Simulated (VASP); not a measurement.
Wanted: the native input for a VASP 6.6.1 run.

```
Task                   : single point
Functional             : r2SCAN
Potentials or basis    : VASP PAW PBE potentials, release 64 (O, H, C, N)
Cutoff                 : 520 eV
k mesh                 : 1 × 1 × 1
Occupations            : fermi-dirac, width 0.05 eV
Spin                   : no spin polarisation
Dipole correction      : no
Further INCAR settings : LREAL = Auto; ALGO = Normal; EDIFF = 1e-06; NBANDS = 39
```

System: H11C2NO4.

```
O H C N
1.0
     5.91033    0.00000    0.00000
     0.00000    5.91033    0.00000
     0.00000    0.00000    5.91033
O H C N
4 11 2 1
Direct
  0.17390 0.18129 0.53493
  0.41967 0.71043 0.35715
  0.14588 0.40538 0.12826
  0.76273 0.41505 0.56413
  0.28745 0.16371 0.66001
  0.02546 0.26254 0.54833
  0.35649 0.85552 0.36277
  0.31733 0.64003 0.25489
  0.15128 0.31325 0.25600
  0.97816 0.41578 0.08021
  0.68438 0.48737 0.43642
  0.66057 0.44030 0.68352
  0.44033 0.79764 0.79483
  0.73578 0.86865 0.71416
  0.71378 0.68881 0.91528
  0.62330 0.83968 0.86203
  0.65093 0.04994 0.97519
  0.70179 0.21335 0.06412
```

These files were run (other wordings do the same):

POSCAR

```
H11C2NO4
1.0
    5.9103280000      0.0000000000      0.0000000000
    0.0000000000      5.9103280000      0.0000000000
    0.0000000000      0.0000000000      5.9103280000
O H C N
4 11 2 1
Direct
    0.1738989782      0.1812928149      0.5349280108
    0.4196721400      0.7104343448      0.3571544591
    0.1458802286      0.4053751332      1.1282622555
    0.7627326267      0.4150531070      0.5641311277
    0.2874459759      0.1637134183      0.6600141312
    0.0254638998      0.2625404208      0.5483282823
    0.3564945973      0.8555193553      0.3627717446
    0.3173258743      0.6400321607      0.2548927911
    0.1512775602      0.3132482664      1.2560047429
   -0.0218431194      0.4157806470      1.0802107768
    0.6843782612      0.4873671986      0.4364224794
    0.6605724758      0.4402970529      0.6835153650
    0.4403308920      0.7976376269      0.7948289841
    0.7357798078      0.8686489142      0.7141566424
    0.7137844126      0.6888111793      0.9152791520
    0.6232987408      0.8396826707      0.8620333762
    0.6509283410      1.0499417291      0.9751912246
    0.7017884625      1.2133505958      1.0641202992
```

INCAR.step1

```
PREC = Accurate ; ENCUT = 520
ISMEAR = -1 ; SIGMA = 0.05
LREAL = Auto ; LASPH = True
NELM = 100 ; NBANDS = 39
GGA = PE ; ALGO = Normal
EDIFF = 1E-4 ; LWAVE = True
LCHARG = False
```

INCAR.step2

```
PREC = Accurate ; ENCUT = 520
EDIFF = 1E-6 ; ISMEAR = -1
SIGMA = 0.05 ; LREAL = Auto
LASPH = True ; NELM = 100
ALGO = Normal ; ISIF = 2
LWAVE = False ; LCHARG = False
METAGGA = R2SCAN ; LMIXTAU = True
NBANDS = 39 ; ISTART = 1
```

KPOINTS

```
regular mesh
0
Gamma
  1 1 1
```

Potentials or basis: VASP PAW PBE potentials, release 64 (O, H, C, N).

Command:

```console
$ cat potpaw_PBE.64/O/POTCAR potpaw_PBE.64/H/POTCAR potpaw_PBE.64/C/POTCAR potpaw_PBE.64/N/POTCAR > POTCAR
$ cp INCAR.step1 INCAR
$ mpirun -np 1 vasp_gam > vasp.out
$ cp INCAR.step2 INCAR
$ mpirun -np 1 vasp_gam > vasp.out
```

Results of the run:

```
Pressure      : -0.5 GPa
Largest force : 4.249 eV/Å
```

Caveat: the k points lie up to 1.06 Å⁻¹ apart, too coarse for converged energies, forces and pressures; the atoms stand as in a frame of molecular dynamics; the PAW data sets were made with another functional, which shifts forces and pressure a little.

Wall time 110 s on 1 thread of Intel(R) Xeon(R) Platinum 8259CL CPU @ 2.50GHz (Skylake/Cascade Lake), on a shared host, peak memory 0.34 GiB.
